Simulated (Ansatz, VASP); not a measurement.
# One calculation of MgO, two programs

INCAR

```
PREC = Accurate ; ENCUT = 520
EDIFF = 1E-6 ; ISMEAR = 0
SIGMA = 0.05 ; LREAL = False
LASPH = True ; NELM = 60
ALGO = Normal ; ISIF = 2
LWAVE = False ; LCHARG = False
GGA = PE ; NBANDS = 16
```

KPOINTS

```
Automatic mesh
0
Gamma
  9 9 6
```

POSCAR

```
MgO
1.0
    3.3898180657      0.0000000000      0.0000000000
   -1.6949090329      2.9356685591      0.0000000000
    0.0000000000      0.0000000000      4.2820181805
Mg O
2 2
Direct
    0.6666666667      0.3333333333      0.7500000000
    0.3333333333      0.6666666667      0.2500000000
    0.6666666667      0.3333333333      0.2500000000
    0.3333333333      0.6666666667      0.7500000000
```

Input for Ansatz:

```yaml
crystal:
  lattice:
    - [3.3898180657, 0.0, 0.0]
    - [-1.6949090329, 2.9356685591, 0.0]
    - [0.0, 0.0, 4.2820181805]
  atoms:
    - { symbol: Mg, position: [0.6666666667, 0.3333333333, 0.75] }
    - { symbol: Mg, position: [0.3333333333, 0.6666666667, 0.25] }
    - { symbol: O, position: [0.6666666667, 0.3333333333, 0.25] }
    - { symbol: O, position: [0.3333333333, 0.6666666667, 0.75] }
basis:
  ecutwfc: 520.0
kpoints:
  mp_grid: { grid: [9, 9, 6] }
hamiltonian:
  xc: pbe
  pseudopotentials: { kind: paw, azcp: { folder: soft_1 } }
scf:
  occupations: { method: gaussian, width: 0.05 }
output:
  forces: true
  stress: true
  eigenvalues: true
```

Alike in both runs: task single point; functional PBE; k mesh 9 × 9 × 6; occupations gaussian, width 0.05 eV; no spin polarisation.

|  | VASP | Ansatz |
| --- | --- | --- |
| version | VASP 6.6.1 | Ansatz 0.2.0 |
| potentials or method | VASP PAW PBE potentials, release 64 (Mg, O), cutoff 520 eV | scalar-relativistic, plane waves, PAW |
| valence electrons in the cell | 16 | 32 |

Ansatz gave:

```
gap on the k mesh at the Fermi level (eV)                     : 3.57
least direct gap on the mesh (eV)                             : 3.57
pressure (GPa)                                                : 9.8
traceless stress, the component that is largest in VASP (GPa) : -6.21
```

Problem. Estimate VASP's values.

Solution. gap on the k mesh at the Fermi level (eV): 3.55; least direct gap on the mesh (eV): 3.55; pressure (GPa): 9.3; traceless stress, the component that is largest in VASP (GPa): -6.40.

VASP's potentials hold 16 valence electrons a cell and Ansatz's 32, so a difference there can come from the potentials and not from the codes.
